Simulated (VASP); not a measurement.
Input of a VASP 6.6.1 run:

File INCAR:

```
SYSTEM = RbSnH3
ALGO     = Normal         ! electronic algorithm
EDIFF    = 1E-6           ! SCF threshold, eV
ENCUT    = 500            ! plane-wave cutoff, eV
GGA      = PS             ! functional
GGA_COMPAT= .FALSE.      
ISIF     = 2              ! what is computed and relaxed
ISMEAR   = 0              ! smearing method
LASPH    = .TRUE.         ! aspherical terms in the spheres
LCHARG   = .FALSE.        ! write CHGCAR
LREAL    = .FALSE.        ! projectors in reciprocal space
LWAVE    = .FALSE.        ! write WAVECAR
NBANDS   = 21             ! bands
NELM     = 120            ! most SCF steps
PREC     = Accurate       ! precision mode
SIGMA    = 0.05           ! smearing width, eV
```

KPOINTS

```
k-points
0
G
  4 4 4
  0 0 0
```

POSCAR

```
RbSnH3
1.0
    4.4112207873      0.0000000000      0.0000000000
    0.0000000000      4.4112207873      0.0000000000
    0.0000000000      0.0000000000      4.4112207873
Rb Sn H
1 1 3
Direct
    0.0000000000      0.0000000000      0.0000000000
    0.5000000000      0.5000000000      0.5000000000
    0.5000000000      0.5000000000      0.0000000000
    0.5000000000      0.0000000000      0.5000000000
    0.0000000000      0.5000000000      0.5000000000
```

Potentials or basis: VASP PAW PBE potentials, release 64 (Rb_sv, Sn_d, H).

The run is started by

```sh
$ cat potpaw_PBE.64/Rb_sv/POTCAR potpaw_PBE.64/Sn_d/POTCAR potpaw_PBE.64/H/POTCAR > POTCAR
$ mpirun -np 1 vasp_std > vasp.out
```

Q: Estimate the pressure.

A: -1.1 GPa.

Q: What does it give for the band gap on the k mesh?

A: Zero (bands 13 and 14 overlap by 0.09 eV).

Caveat: the PAW data sets were made with another functional, which shifts forces and pressure a little; spin-orbit coupling is left out, which moves the levels of the heavy elements.
